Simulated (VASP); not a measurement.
# BN (Cm) in VASP: further runs, part 2 of 2

VASP 6.6.1.

## (4) Relaxation of shape and atoms at fixed volume, PBE+D3(BJ) (8.42 Å³/atom)

This run uses another cell than the first one, of 8.42 Å³/atom.

Contents of INCAR:

```
ALGO = Normal ; EDIFF = 1E-6
EDIFFG = -0.01 ; ENCUT = 600
GGA = PE ; IBRION = 2
ISIF = 4 ; ISMEAR = 0
IVDW = 12 ; LASPH = True
LCHARG = False ; LREAL = False
LWAVE = False ; NELM = 80
NSW = 50 ; PREC = Accurate
SIGMA = 0.02
```

Contents of KPOINTS:

```
k-points
0
Gamma
  12 12 12
```

Contents of POSCAR:

```
BN
1.0
    2.4668191654      0.0021124294     -0.2306441019
   -1.2243581741      2.1415310636      0.2306289751
   -0.9320449696     -0.8916501687      3.2241390001
B N
1 1
Direct
    0.9911603776      0.9914815805     -0.0059720420
    0.6569886224      0.3244024195      0.9927770420
```

Potentials or basis: VASP PAW PBE potentials, release 64 (B, N).

Launch:

```sh
$ cat potpaw_PBE.64/B/POTCAR potpaw_PBE.64/N/POTCAR > POTCAR
$ mpirun -np 1 vasp_std > vasp.out
```

OUTCAR:

```text
EDIFF = 1E-6
   EDIFFG = -0.01
   ENCUT = 600
   GGA = PE
   IBRION = 2
   ISIF = 4
   ISMEAR = 0
   IVDW = 12
   LASPH = True
   LREAL = False
   NELM = 80
   NSW = 50
   PREC = Accurate
 IVDW          = 12

 ion  position               nearest neighbor table
   1  0.991  0.991  0.994-   2 1.43   2 1.43   2 1.43
   2  0.657  0.324  0.993-   1 1.43   1 1.43   1 1.43

  LATTYP: Found a base centered monoclinic cell.
 ALAT       =     4.2912323516
 B/A-ratio  =     0.5773827987
 C/A-ratio  =     0.8108694983
 COS(beta)  =    -0.4143745556

  Lattice vectors:

 A1 = (  -1.2243581741,   2.1415310636,   0.2306289751)
 A2 = (  -2.4668191654,  -0.0021124294,   0.2306441019)
 A3 = (   1.5347741958,  -0.8895377393,   2.9934948982)

Analysis of symmetry for initial positions (statically):
=====================================================================
 Subroutine PRICEL returns:
 Original cell was already a primitive cell.

 Routine SETGRP: Setting up the symmetry group for a
 base centered monoclinic supercell.

 Subroutine GETGRP returns: Found  2 space group operations
 (whereof  1 operations were pure point group operations)
 out of a pool of  4 trial point group operations.

The static configuration has the point symmetry C_1 .
 The point group associated with its full space group is C_1h.

Analysis of symmetry for dynamics (positions and initial velocities):
=====================================================================
 Subroutine PRICEL returns:
 Original cell was already a primitive cell.

 Routine SETGRP: Setting up the symmetry group for a
 base centered monoclinic supercell.

 Subroutine GETGRP returns: Found  2 space group operations
 (whereof  1 operations were pure point group operations)
 out of a pool of  4 trial point group operations.

The dynamic configuration has the point symmetry C_1 .
 The point group associated with its full space group is C_1h.

 Subroutine INISYM returns: Found  2 space group operations
 (whereof  1 operations are pure point group operations),
 and found     1 'primitive' translations

----------------------------------------------------------------------------------------

                                     Primitive cell

  volume of cell :      16.8354

  direct lattice vectors                    reciprocal lattice vectors
     2.466819165  0.002112429 -0.230644102     0.422338641  0.221708269  0.183405499
    -1.224358174  2.141531064  0.230628975     0.011811020  0.459650705  0.130532843
    -0.932044970 -0.891650169  3.224139000     0.029367826 -0.017019448  0.313943270

  length of vectors
     2.477579052  2.477579052  3.472581193     0.511040175  0.477971855  0.315772873

  position of ions in fractional coordinates (direct lattice)
     0.991160378  0.991481581  0.994027958
     0.656988622  0.324402419  0.992777042

  ion indices of the primitive-cell ions
   primitive index   ion index
                 1           1
                 2           2

----------------------------------------------------------------------------------------

 KPOINTS: k-points

Automatic generation of k-mesh.
 Grid dimensions read from file:
 generate k-points for:   12   12   12

 Generating k-lattice:

  Cartesian coordinates                     Fractional coordinates (reciprocal lattice)
     0.035194887  0.018475689  0.015283792     0.083333333 -0.000000000 -0.000000000
     0.000984252  0.038304225  0.010877737     0.000000000  0.083333333  0.000000000
     0.002447319 -0.001418287  0.026161939    -0.000000000  0.000000000  0.083333333

  Length of vectors
     0.042586681  0.039830988  0.026314406

  Shift w.r.t. Gamma in fractional coordinates (k-lattice)
     0.000000000  0.000000000  0.000000000

 Subroutine IBZKPT returns following result:
 ===========================================

 Found    476 irreducible k-points:

 Following reciprocal coordinates:
            Coordinates               Weight
  0.000000  0.000000  0.000000      1.000000
  0.083333  0.000000 -0.000000      4.000000
  0.166667 -0.000000  0.000000      4.000000
  0.250000 -0.000000  0.000000      4.000000
  0.333333  0.000000  0.000000      4.000000
  0.416667 -0.000000  0.000000      4.000000
[... 16 lines left out ...]
  0.250000  0.166667  0.000000      4.000000
  0.333333  0.166667  0.000000      4.000000
 [... further k-points ...]
   k-points           NKPTS =    476   k-points in BZ     NKDIM =    476   number of bands    NBANDS=      8
   number of dos      NEDOS =    301   number of ions     NIONS =      2
   total plane-waves  NPLWV =  11200
   dimension x,y,z NGX =    20 NGY =   20 NGZ =   28
   dimension x,y,z NGXF=    40 NGYF=   40 NGZF=   56
   ions per type =               1   1
   NGX,Y,Z   is equivalent  to a cutoff of  13.42, 13.42, 13.40 a.u.
   NGXF,Y,Z  is equivalent  to a cutoff of  26.84, 26.84, 26.81 a.u.
 SYSTEM =  unknown system
   PREC   = accura    normal or accurate (medium, high low for compatibility)
   ISTART =      0    job   : 0-new  1-cont  2-samecut
   ICHARG =      2    charge: 1-file 2-atom 10-const
   ISPIN  =      1    spin polarized calculation?
   LNONCOLLINEAR =      F non collinear calculations
   LSORBIT =      F    spin-orbit coupling
   LASPH  =      T    aspherical Exc in radial PAW
   ENCUT  =  600.0 eV  44.10 Ry    6.64 a.u.   4.95  4.95  6.94*2*pi/ulx,y,z
   NELM   =     80;   NELMIN=  2; NELMDL= -5     # of ELM steps
   EDIFF  = 0.1E-05   stopping-criterion for ELM
   LREAL  =      F    real-space projection
   EDIFFG = -.1E-01   stopping-criterion for IOM
   NSW    =     50    number of steps for IOM
   IBRION =      2    ionic relax: 0-MD 1-quasi-New 2-CG
   NFREE  =      1    steps in history (QN), initial steepest desc. (CG)
   ISIF   =      4    stress and relaxation
   ISYM   =      2    0-nonsym 1-usesym 2-fastsym
   POTIM  = 0.5000    time-step for ionic-motion
   TEBEG  =    0.0;   TEEND  =   0.0 temperature during run
   PSTRESS=    0.0 pullay stress
   NELECT =       8.0000    total number of electrons
   NUPDOWN=      -1.0000    fix difference up-down
   EMIN   =  10.00;   EMAX   =-10.00  energy-range for DOS
   EFERMI =   0.00;   METHOD = LEGACY
   ISMEAR =     0;   SIGMA  =   0.02  broadening in eV -4-tet -1-fermi 0-gaus
   EFERMI_NEDOS =   21; number of points for ismear=-14 and -15
   IALGO  =     38    algorithm
   IMIX   =      4    mixing-type and parameters
     AMIX     =   0.40;   BMIX     =  1.00
     AMIX_MAG =   1.60;   BMIX_MAG =  1.00
  volume/ion in A,a.u.               =       8.42        56.81
  Fermi-wavevector in a.u.,A,eV,Ry     =   1.277508  2.414141 22.205088  1.632028
  Thomas-Fermi vector in A             =   2.410104
   LORBIT       =      0    0 simple, 1 ext, 2 COOP (PROOUT), +10 PAW based schemes
   GGA     = PE    functional components
   LHFCALC =     F    Hartree Fock is set to
   AEXX    =    0.0000 exact exchange contribution
   IVDW    =    12    specifies the selected vdW correction
   LEPSILON=     F    determine dielectric tensor
   LRPA    =     F    only Hartree local field effects (RPA)
 conjugate gradient relaxation of ions
 non-spin polarized calculation
 Gauss-broadening in eV      SIGMA  =   0.02
  energy-cutoff  :      600.00
  volume of cell :       16.84
 maximum number of plane-waves:       575
   NGX =  9   NGY =  9   NGZ = 13

--------------------------------------- Ionic step        1  -------------------------------------------

 number of electron       8.0000000 magnetization

 Free energy of the ion-electron system (eV)
  ---------------------------------------------------
  ext. energy  EPLUGINS =         0.00000000
  ---------------------------------------------------
  free energy    TOTEN  =       -17.53762505 eV

  energy without entropy =      -17.53762505  energy(sigma->0) =      -17.53762505

------------------------ aborting loop because EDIFF is reached ----------------------------------------

 Edisp (eV)   -0.30542

 E8    (eV) :    -0.0900
[... 111 lines left out ...]
--------------------------------------- Ionic step        4  -------------------------------------------

 number of electron       8.0000001 magnetization

 Free energy of the ion-electron system (eV)
  ---------------------------------------------------
  ext. energy  EPLUGINS =         0.00000000
  ---------------------------------------------------
  free energy    TOTEN  =       -17.54856133 eV

  energy without entropy =      -17.54856133  energy(sigma->0) =      -17.54856133

 E-fermi :   2.9814     XC(G=0): -10.5273

 val. band max:        2.8702091536   @ k =   0.3333   0.4167   0.0000
 cond. band min:       6.9054041188   @ k =   0.5000   0.5000   0.5000
 fundamental gap:      4.0351949652
 Fermi energy:         2.9813563077

 k-point     1 :       0.0000    0.0000    0.0000
  band No.  band energies     occupation
      1     -15.0744      2.00000
      2      -0.8470      2.00000
      3       1.5516      2.00000
      4       1.5520      2.00000
      5       8.5480      0.00000
      6      14.5372      0.00000
      7      14.5413      0.00000
      8      16.0973      0.00000
[... 243 lines left out ...]
 k-point    24 :       0.3333    0.1667    0.0000
  band No.  band energies     occupation
      1     -11.8017      2.00000
      2      -5.1401      2.00000
      3      -2.5247      2.00000
      4       1.5389      2.00000
      5       7.8516      0.00000
      6      14.5660      0.00000
      7      16.6838      0.00000
      8      20.1728      0.00000

 [... further k-points ...]

------------------------ aborting loop because EDIFF is reached ----------------------------------------

 Edisp (eV)   -0.30654

 E8    (eV) :    -0.0905
[... 25 lines left out ...]
  FREE ENERGIE OF THE ION-ELECTRON SYSTEM (eV)
  ---------------------------------------------------
  free  energy   TOTEN  =       -17.8551043744 eV

  energy  without entropy=      -17.8551043744  energy(sigma->0) =      -17.85510437

 reached required accuracy - stopping structural energy minimisation
```

OSZICAR:

```text
N       E                     dE             d eps       ncg     rms          rms(c)
DAV:   1     0.180171266294E+02    0.18017E+02   -0.53439E+03  7704   0.107E+03
DAV:   2    -0.188621910221E+02   -0.36879E+02   -0.35419E+02 10232   0.201E+02
DAV:   3    -0.193906071584E+02   -0.52842E+00   -0.52842E+00  9264   0.293E+01
[... 25 lines left out ...]
   3 F= -.17855093E+02 E0= -.17855093E+02  d E =-.120447E-01
       N       E                     dE             d eps       ncg     rms          rms(c)
DAV:   1    -0.175485618667E+02   -0.11167E-04   -0.26257E-03  7648   0.507E-01    0.768E-03
DAV:   2    -0.175485616202E+02    0.24656E-06   -0.10061E-05 12632   0.405E-02    0.512E-03
DAV:   3    -0.175485613252E+02    0.29494E-06   -0.18743E-06  6816   0.127E-02
   4 F= -.17855104E+02 E0= -.17855104E+02  d E =-.115012E-04
```

CONTCAR:

```text
BN
   1.00000000000000
     2.4901668715267968    0.0021534510056513   -0.2331272883459042
    -1.2359281102048429    2.1618104707634203    0.2331120181535958
    -0.9495391640102925   -0.8950843266068341    3.1661610337293040
  B               N
     1     1
Direct
     0.9913770553822938    0.9915870622294298    0.9943501175117235
     0.6567719446177027    0.3242969377705672    0.9924548824882733

  0.00000000E+00  0.00000000E+00  0.00000000E+00
  0.00000000E+00  0.00000000E+00  0.00000000E+00
```

Wall time 2.1 min (1 thread of Intel Xeon 8259CL, shared host); peak memory 0.21 GiB.

Results:

```yaml
Free_energy: -17.8551 eV
Energy_gained_by_relaxing: 6.0 meV/atom
Ionic_steps: 4
Pressure_after_relaxing: 2.1 GPa
Band_gap_on_the_k_mesh: 4.04 eV (least direct gap 4.73 eV)
Dispersion_energy_per_atom: -0.153 eV
```

Forces in eV/Å, atoms in the order of the input:
```
B   -0.001  0.001 -0.003
N    0.001 -0.001  0.003
```

Step by step:
```
step  energy change (eV)  largest force (eV/Å)  pressure (GPa)  volume (Å³)
   1              0.0000                0.0051            9.34        16.84
   2             -0.0119                0.0180            1.41        16.84
   3             -0.0120                0.0166            2.13        16.84
   4             -0.0121                0.0029            2.13        16.84
```

Final structure:
```cif
data_structure
_symmetry_space_group_name_H-M 'P 1'
_symmetry_Int_Tables_number 1
_cell_length_a 2.5011
_cell_length_b 2.5011
_cell_length_c 3.4245
_cell_angle_alpha 90.156
_cell_angle_beta 111.252
_cell_angle_gamma 119.997
_cell_volume 16.84
loop_
_atom_site_label
_atom_site_type_symbol
_atom_site_fract_x
_atom_site_fract_y
_atom_site_fract_z
_atom_site_occupancy
B1 B 0.99138 0.99159 0.99435 1
N1 N 0.65677 0.32430 0.99245 1
```

## (5) Relaxation of shape and atoms at fixed volume, PBE+D3(BJ) (8.69 Å³/atom)

This run uses another cell than the first one, of 8.69 Å³/atom.

Contents of INCAR:

```
SYSTEM = BN
PREC = Accurate
ENCUT = 600
EDIFF = 1E-7
ISMEAR = 0
SIGMA = 0.02
LREAL = .False.
LASPH = .True.
NELM = 80
ALGO = Normal
ISIF = 4
LWAVE = .False.
LCHARG = .False.
GGA = PE
IVDW = 12
IBRION = 2
NSW = 50
EDIFFG = -0.01
```

Contents of KPOINTS:

```
regular mesh
0
Gamma
  12 12 12
  0 0 0
```

Contents of POSCAR:

```
BN
1.0
    2.4703926177      0.0018860871     -0.2269860662
   -1.2263312899      2.1445192391      0.2269663171
   -0.9200851740     -0.9004332024      3.3144040177
B N
1 1
Direct
    0.9910417368      0.9914240674     -0.0061484409
    0.6571072632      0.3244599326      0.9929534409
```

Launch:

```sh
$ cat potpaw_PBE.64/B/POTCAR potpaw_PBE.64/N/POTCAR > POTCAR
$ mpirun -np 1 vasp_std > vasp.out
```

It took 2.6 min on 1 thread of Intel Xeon 8259CL, shared host; peak memory 0.21 GiB.

The run converged. Its results:

```
Free energy                  : -17.8609 eV
Energy gained by relaxing    : 5.8 meV/atom
Ionic steps                  : 5
Pressure after relaxing      : 0.8 GPa
Largest force after relaxing : 0.003 eV/Å
Band gap on the k mesh       : 4.11 eV (least direct gap 4.70 eV)
Dispersion energy per atom   : -0.148 eV
```

Forces in eV/Å, atoms in the order of the input:
```
B   -0.002  0.001 -0.002
N    0.002 -0.001  0.002
```

Step by step:
```tsv
step	energy change (eV)	largest force (eV/Å)	pressure (GPa)	volume (Å³)
1	0.0000	0.0028	7.73	17.37
2	-0.0116	0.0132	0.20	17.37
3	-0.0117	0.0123	0.76	17.37
4	-0.0116	0.0125	0.63	17.37
5	-0.0117	0.0034	0.77	17.37
```

Final structure:
```
CELL_PARAMETERS angstrom
2.49354 0.00196 -0.22959
-1.23777 2.16464 0.22957
-0.93765 -0.90375 3.25526
ATOMIC_POSITIONS crystal
B 0.99120 0.99149 0.99408
N 0.65695 0.32439 0.99273
```

Levels at points of the mesh, in eV from the valence-band top:
```tsv
k point	band 1	band 2	band 3	band 4	band 5	band 6	band 7	band 8
(0.00, 0.00, 0.00)	-17.85	-3.87	-1.30	-1.30	5.49	11.66	11.66	13.18
(0.50, 0.00, 0.00)	-14.52	-8.79	-4.16	-1.28	4.16	9.83	14.61	18.32
(0.00, 0.50, 0.00)	-14.62	-8.97	-4.07	-0.53	5.32	10.00	13.33	15.59
(0.50, 0.50, 0.00)	-14.62	-8.98	-4.07	-0.50	5.39	9.97	13.28	15.50
(0.00, 0.00, 0.50)	-17.46	-6.38	-1.33	-1.33	10.67	11.55	11.55	12.48
(0.50, 0.50, 0.50)	-14.51	-8.79	-4.16	-1.31	4.11	9.83	14.66	18.43
```

A k mesh can miss the band edges.

## (6) Summary

| cell | gap on the mesh (eV) | pressure (GPa) |
| --- | --- | --- |
| relaxed from a = 2.469, b = 2.469, c = 3.308 Å, angles 90.0, 111.9, 120.0°, 2 atoms | 3.87 | 6.3 |
| relaxed from a = 2.474, b = 2.474, c = 3.390 Å, angles 90.1, 111.3, 120.0°, 2 atoms | 3.96 | 4.0 |
| relaxed from a = 2.478, b = 2.478, c = 3.473 Å, angles 90.2, 110.7, 120.0°, 2 atoms | 4.04 | 2.1 |
| relaxed from a = 2.481, b = 2.481, c = 3.556 Å, angles 90.3, 110.1, 120.0°, 2 atoms | 4.11 | 0.8 |

Alike in all rows: task relaxation of shape and atoms at fixed volume; level PBE+D3(BJ); potentials or basis VASP PAW PBE potentials, release 64 (B, N); no spin polarisation; k mesh 12 × 12 × 12; cutoff (eV) 600; smearing gaussian 0.02 eV.

Total energies depend on the potentials used, so only differences within one code and one set of settings carry meaning.
